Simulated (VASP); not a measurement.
Here is a VASP 6.6.1 calculation.

File INCAR:

```
SYSTEM = BaS
ALGO     = Normal         ! electronic algorithm
EDIFF    = 1E-6           ! SCF threshold, eV
ENCUT    = 520            ! plane-wave cutoff, eV
GGA      = PE             ! functional
GGA_COMPAT= .FALSE.      
ISIF     = 2              ! what is computed and relaxed
ISMEAR   = -1             ! smearing method
LASPH    = .TRUE.         ! aspherical terms in the spheres
LCHARG   = .FALSE.        ! write CHGCAR
LORBIT   = 11             ! projections on sites
LORBMOM  = .TRUE.       
LREAL    = .FALSE.        ! projectors in reciprocal space
LSORBIT  = .TRUE.         ! spin-orbit coupling
LWAVE    = .FALSE.        ! write WAVECAR
MAGMOM   = 0 0 0 0 0 0    ! initial moments
NBANDS   = 28             ! bands
NELM     = 150            ! most SCF steps
PREC     = Accurate       ! precision mode
SIGMA    = 0.05           ! smearing width, eV
```

The input KPOINTS:

```
k-points
0
G
  12 12 12
  0 0 0
```

The input POSCAR:

```
BaS
1.0
    0.0000000000      3.2130451005      3.2130451005
    3.2130451005      0.0000000000      3.2130451005
    3.2130451005      3.2130451005      0.0000000000
Ba S
1 1
Direct
    0.0000000000      0.0000000000      0.0000000000
    0.5000000000      0.5000000000      0.5000000000
```

Potentials or basis: VASP PAW PBE potentials, release 64 (Ba_sv, S).

Launch:

```bash
$ cat potpaw_PBE.64/Ba_sv/POTCAR potpaw_PBE.64/S/POTCAR > POTCAR
$ mpirun -np 1 vasp_ncl > vasp.out
```

Estimate the pressure.

0.6 GPa.

Estimate the net moment.

0.00 μB per cell.

Moments on the atoms (μB; x, y, z):
```
Ba  0.00 0.00 0.00
S   0.00 0.00 0.00
```
